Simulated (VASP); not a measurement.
# ZrIn (P4/mmm) in VASP: notebook, part 2 of 2

VASP 6.6.1. Earlier steps stand in the parts before.

### 3 Single point, LDA

This run uses another cell than the first one, of 12.08 Å³/atom.

INCAR reads:

```
SYSTEM = ZrIn
PREC = Accurate ; ENCUT = 520
EDIFF = 1E-6 ; ISMEAR = -1
SIGMA = 0.05 ; LREAL = .FALSE.
LASPH = .TRUE. ; NELM = 80
ALGO = Normal ; ISIF = 2
LWAVE = .FALSE. ; LCHARG = .FALSE.
NBANDS = 20
```

KPOINTS reads:

```
Automatic mesh
0
G
  12 12 8
  0 0 0
```

POSCAR reads:

```
ZrIn
1.0
    2.4978483375      0.0000000000      0.0000000000
    0.0000000000      2.4978483375      0.0000000000
    0.0000000000      0.0000000000      3.8728389752
Zr In
1 1
Direct
    0.0000000000      0.0000000000      0.0000000000
    0.5000000000      0.5000000000      0.5000000000
```

Potentials or basis: VASP PAW LDA potentials, release 64 (Zr_sv, In_d).

Launch:

```sh
$ cat potpaw_LDA.64/Zr_sv/POTCAR potpaw_LDA.64/In_d/POTCAR > POTCAR
$ mpirun -np 1 vasp_std > vasp.out
```

OUTCAR:

```text
SYSTEM = ZrIn
   PREC = Accurate
   ENCUT = 520
   EDIFF = 1E-6
   ISMEAR = -1
   LREAL = .FALSE.
   LASPH = .TRUE.
   NELM = 80
   ISIF = 2

 ion  position               nearest neighbor table
   1  0.000  0.000  0.000-   2 2.62   2 2.62   2 2.62   2 2.62   2 2.62   2 2.62   2 2.62   2 2.62

   2  0.500  0.500  0.500-   1 2.62   1 2.62   1 2.62   1 2.62   1 2.62   1 2.62   1 2.62   1 2.62

  LATTYP: Found a simple tetragonal cell.
 ALAT       =     2.4978483375
 C/A-ratio  =     1.5504700254

  Lattice vectors:

 A1 = (   2.4978483375,   0.0000000000,   0.0000000000)
 A2 = (   0.0000000000,   2.4978483375,   0.0000000000)
 A3 = (   0.0000000000,   0.0000000000,   3.8728389752)

Analysis of symmetry for initial positions (statically):
=====================================================================
 Subroutine PRICEL returns:
 Original cell was already a primitive cell.

 Routine SETGRP: Setting up the symmetry group for a
 simple tetragonal supercell.

 Subroutine GETGRP returns: Found 16 space group operations
 (whereof 16 operations were pure point group operations)
 out of a pool of 16 trial point group operations.

The static configuration has the point symmetry D_4h.

Analysis of symmetry for dynamics (positions and initial velocities):
=====================================================================
 Subroutine PRICEL returns:
 Original cell was already a primitive cell.

 Routine SETGRP: Setting up the symmetry group for a
 simple tetragonal supercell.

 Subroutine GETGRP returns: Found 16 space group operations
 (whereof 16 operations were pure point group operations)
 out of a pool of 16 trial point group operations.

The dynamic configuration has the point symmetry D_4h.

 Subroutine INISYM returns: Found 16 space group operations
 (whereof 16 operations are pure point group operations),
 and found     1 'primitive' translations

[... 109 lines left out ...]
   ISMEAR =    -1;   SIGMA  =   0.05  broadening in eV -4-tet -1-fermi 0-gaus
   EFERMI_NEDOS =   21; number of points for ismear=-14 and -15
   IALGO  =     38    algorithm
   IMIX   =      4    mixing-type and parameters
     AMIX     =   0.40;   BMIX     =  1.00
     AMIX_MAG =   1.60;   BMIX_MAG =  1.00
  volume/ion in A,a.u.               =      12.08        81.53
  Fermi-wavevector in a.u.,A,eV,Ry     =   1.655774  3.128959 37.301549  2.741587
  Thomas-Fermi vector in A             =   2.743812
   LORBIT       =      0    0 simple, 1 ext, 2 COOP (PROOUT), +10 PAW based schemes
   GGA     = CA    functional components
   LHFCALC =     F    Hartree Fock is set to
   AEXX    =    0.0000 exact exchange contribution
   IVDW    =     0    specifies the selected vdW correction
   LEPSILON=     F    determine dielectric tensor
   LRPA    =     F    only Hartree local field effects (RPA)
 non-spin polarized calculation
  energy-cutoff  :      520.00
  volume of cell :       24.16
 maximum number of plane-waves:       672
 NGX is ok and might be reduce to    20
   NGX =  9   NGY =  9   NGZ = 15

 number of electron      25.0000005 magnetization

 Free energy of the ion-electron system (eV)
  ---------------------------------------------------
  ext. energy  EPLUGINS =         0.00000000
  ---------------------------------------------------
  free energy    TOTEN  =        -6.99881358 eV

  energy without entropy =       -6.98830575  energy(sigma->0) =       -6.99355967

 E-fermi :  19.3607     XC(G=0): -14.7333

 val. band max:       19.3584829863   @ k =   0.2500   0.1667   0.3750
 cond. band min:      19.3712990249   @ k =   0.2500   0.0000   0.2500
 fundamental gap:      0.0128160386
 Fermi energy:        19.3607070125

 k-point     1 :       0.0000    0.0000    0.0000
  band No.  band energies     occupation
      1     -29.0425      2.00000
      2      -7.7765      2.00000
      3      -5.1915      2.00000
      4      -5.1915      2.00000
      5       1.1527      2.00000
      6       1.8428      2.00000
[... 541 lines left out ...]
     19      32.5815      0.00000
     20      33.3491      0.00000

 [... further k-points ...]

------------------------ aborting loop because EDIFF is reached ----------------------------------------

  FORCE on cell =-STRESS in cart. coord.  units (eV):
  Direction    XX          YY          ZZ          XY          YZ          ZX
  --------------------------------------------------------------------------------------
  -------------------------------------------------------------------------------------
  Total       28.4242011     28.4242011     28.4203610      0.0000000      0.0000000      0.0000000
  in kB     1884.6785052   1884.6785052   1884.4238888      0.0000000      0.0000000      0.0000000
  external PRESSURE =    1884.5936331 kB  Pullay stress =       0.0000000 kB

 VOLUME and BASIS-vectors are now :
 -----------------------------------------------------------------------------
  energy-cutoff  :      520.00
  volume of cell :       24.16
      direct lattice vectors                 reciprocal lattice vectors
     2.497848337  0.000000000  0.000000000     0.400344563  0.000000000  0.000000000
     0.000000000  2.497848337  0.000000000     0.000000000  0.400344563  0.000000000
     0.000000000  0.000000000  3.872838975     0.000000000  0.000000000  0.258208515

 POSITION                                       TOTAL-FORCE (eV/Angst)
 -----------------------------------------------------------------------------------
      0.00000      0.00000      0.00000         0.000000      0.000000      0.000000
      1.24892      1.24892      1.93642         0.000000      0.000000      0.000000
 -----------------------------------------------------------------------------------
    total drift:                               -0.000000      0.000000      0.000000

  FREE ENERGIE OF THE ION-ELECTRON SYSTEM (eV)
  ---------------------------------------------------
  free  energy   TOTEN  =        -6.9988135772 eV

  energy  without entropy=       -6.9883057529  energy(sigma->0) =       -6.99355967
```

stdout:

```text
POSCAR found type information on POSCAR ZrIn
 POSCAR found :  2 types and       2 ions
 scaLAPACK will be used
 LDA part: xc-table for (Slater(with rela. corr.)+CA(PZ))
 , standard interpolation
 POSCAR, INCAR and KPOINTS ok, starting setup
 FFT: planning ... GRIDC
 FFT: planning ... GRID_SOFT
 FFT: planning ... GRID
 WAVECAR not read
 entering main loop
```

Wall time 30 s (1 thread of AMD EPYC 9R45 (Zen 5), shared host); peak memory 0.15 GiB.

Results:

```
Free energy            : -6.9988 eV
Pressure               : 188.5 GPa
Band gap on the k mesh : zero (an odd number of electrons rules out a gap without spin polarisation)
```

Levels at points of the mesh, in eV from the Fermi level:
```csv
k point,band 9,band 10,band 11,band 12,band 13,band 14,band 15,band 16,band 17,band 18
"(0.00, 0.00, 0.00)",-15.34,-12.79,-3.18,-2.95,0.17,5.23,5.23,8.85,10.54,10.54
"(0.50, 0.00, 0.00)",-15.36,-7.35,-5.49,-4.37,-1.79,2.58,5.47,8.37,10.65,10.72
"(0.50, 0.50, 0.00)",-14.49,-6.11,-0.86,-0.86,-0.27,-0.27,1.35,5.17,8.69,12.74
"(0.00, 0.00, 0.50)",-15.33,-9.71,-5.99,-3.50,-1.76,3.03,3.03,8.73,11.27,12.98
"(0.50, 0.00, 0.50)",-15.74,-7.81,-4.39,-1.39,0.83,3.05,3.33,5.86,7.46,10.45
"(0.50, 0.50, 0.50)",-14.49,-6.80,-5.39,-5.39,2.20,3.00,6.81,7.41,7.41,11.49
```

Caveat: the cell stands under pressure; spin-orbit coupling is left out, which moves the levels of the heavy elements.

The gap in the log of VASP goes by the Fermi energy; the results here count the filled bands.